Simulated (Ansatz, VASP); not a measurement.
## Ag in VASP and in Ansatz

Contents of POSCAR:

```
Ag
1.0
    0.0000000000      2.0737465000      2.0431000000
    2.0431000000      0.0000000000      2.0431000000
    2.0431000000      2.0737465000      0.0000000000
Ag
1
Direct
    0.0000000000      0.0000000000      0.0000000000
```

File INCAR.step1:

```
PREC     = Accurate       # precision mode
ENCUT    = 520            # plane-wave cutoff, eV
ISMEAR   = 0              # smearing method
SIGMA    = 0.15           # smearing width, eV
LREAL    = F              # projectors in reciprocal space
LASPH    = T              # aspherical terms in the spheres
NELM     = 80             # most SCF steps
NBANDS   = 12             # bands
GGA      = PE             # functional
ALGO     = Normal         # electronic algorithm
EDIFF    = 1E-4           # SCF threshold, eV
LWAVE    = T              # write WAVECAR
LCHARG   = F              # write CHGCAR
```

INCAR.step2

```
PREC     = Accurate       # precision mode
ENCUT    = 520            # plane-wave cutoff, eV
EDIFF    = 1E-6           # SCF threshold, eV
ISMEAR   = 0              # smearing method
SIGMA    = 0.15           # smearing width, eV
LREAL    = F              # projectors in reciprocal space
LASPH    = T              # aspherical terms in the spheres
NELM     = 80             # most SCF steps
ALGO     = Normal         # electronic algorithm
ISIF     = 2              # what is computed and relaxed
LWAVE    = F              # write WAVECAR
LCHARG   = T              # write CHGCAR
METAGGA  = R2SCAN         # meta-GGA
LMIXTAU  = T            
LELF     = T              # ELF
LVHAR    = T            
NBANDS   = 12             # bands
ISTART   = 1
```

Contents of KPOINTS:

```
Automatic mesh
0
Gamma
  20 20 20
```

Input for Ansatz:

```yaml
crystal:
  lattice:
    - [0.0, 2.0737465, 2.0431]
    - [2.0431, 0.0, 2.0431]
    - [2.0431, 2.0737465, 0.0]
  atoms:
    - { symbol: Ag, position: [0.0, 0.0, 0.0] }
basis:
  ecutwfc: 500
kpoints:
  mp_grid: { grid: [20, 20, 20] }
hamiltonian:
  xc: r2scan
scf:
  occupations: { method: gaussian, width: 0.15 }
output:
  forces: true
  stress: true
  eigenvalues: true
```

Change from the starting cell: strain +0.0150 x Voigt [0, 1, 0, 0, 0, 0], atoms carried along.

Alike in both runs: task single point; functional r2SCAN; k mesh 20 × 20 × 20; occupations gaussian, width 0.15 eV; no spin polarisation.

|  | VASP | Ansatz |
| --- | --- | --- |
| version | VASP 6.6.1 | Ansatz 0.2.0 |
| potentials or method | VASP PAW PBE potentials, release 64 (Ag), cutoff 520 eV | scalar-relativistic, plane waves, PAW |
| valence electrons in the cell | 11 | 19 |

VASP gave:

* gap on the k mesh at the Fermi level (eV): none
* pressure (GPa): 0.0
* traceless stress, the component that is largest in VASP (GPa): -0.39

Question: Which values does Ansatz return?

Answer: gap on the k mesh at the Fermi level (eV): none; pressure (GPa): -0.2; traceless stress, the component that is largest in VASP (GPa): -0.38.

VASP's potentials were made for PBE, not for r2SCAN. A gap of «none» marks a metal or a gap that the smearing closes. With one functional, cell and mesh, what is left measures potentials, basis and numerics. VASP's potentials hold 11 valence electrons a cell and Ansatz's 19, so a difference there can come from the potentials and not from the codes.
